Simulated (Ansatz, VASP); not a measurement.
One calculation of CdTe, two programs

File INCAR:

```
SYSTEM = CdTe
PREC     = Accurate       ! precision mode
ENCUT    = 520            ! plane-wave cutoff, eV
EDIFF    = 1E-6           ! SCF threshold, eV
ISMEAR   = 0              ! smearing method
SIGMA    = 0.05           ! smearing width, eV
LREAL    = .False.        ! projectors in reciprocal space
LASPH    = .True.         ! aspherical terms in the spheres
NELM     = 60             ! most SCF steps
ALGO     = Normal         ! electronic algorithm
ISIF     = 2              ! what is computed and relaxed
LWAVE    = .False.        ! write WAVECAR
LCHARG   = .False.        ! write CHGCAR
GGA      = PE             ! functional
NBANDS   = 16             ! bands
```

Contents of KPOINTS:

```
Automatic mesh
0
Gamma
  10 10 10
  0 0 0
```

Contents of POSCAR:

```
CdTe
1.0
    0.0000000000      3.3845667298      3.3845667298
    3.3845667298      0.0000000000      3.3845667298
    3.3845667298      3.3845667298      0.0000000000
Cd Te
1 1
Direct
    0.0000000000      0.0000000000      0.0000000000
    0.2500000000      0.2500000000      0.2500000000
```

Input for Ansatz:

```yaml
crystal:
  lattice:
    - [0.0, 3.3845667298, 3.3845667298]
    - [3.3845667298, 0.0, 3.3845667298]
    - [3.3845667298, 3.3845667298, 0.0]
  atoms:
    - { symbol: Cd, position: [0.0, 0.0, 0.0] }
    - { symbol: Te, position: [0.25, 0.25, 0.25] }
basis:
  ecutwfc: 420
  ecutrho_ratio: 4
kpoints:
  mp_grid: { grid: [10, 10, 10] }
hamiltonian:
  xc: pbe
scf:
  occupations: { method: gaussian, width: 0.05 }
output:
  forces: true
  stress: true
  eigenvalues: true
```

Alike in both runs: task single point; functional PBE; k mesh 10 × 10 × 10; occupations gaussian, width 0.05 eV; no spin polarisation.

|  | VASP | Ansatz |
| --- | --- | --- |
| version | VASP 6.6.1 | Ansatz 0.2.0 |
| potentials or method | VASP PAW PBE potentials, release 64 (Cd, Te), cutoff 520 eV | scalar-relativistic, plane waves, PAW |
| valence electrons in the cell | 18 | 36 |

|  | VASP | Ansatz | Ansatz less VASP |
| --- | --- | --- | --- |
| gap on the k mesh at the Fermi level (eV) | 0.39 | 0.39 | +0.004 |
| least direct gap on the mesh (eV) | 0.39 | 0.39 | +0.004 |
| pressure (GPa) | -1.9 | -2.0 | -0.09 |

With one functional, cell and mesh, what is left measures potentials, basis and numerics. VASP's potentials hold 18 valence electrons a cell and Ansatz's 36, so a difference there can come from the potentials and not from the codes.

Spin-orbit coupling is off throughout.
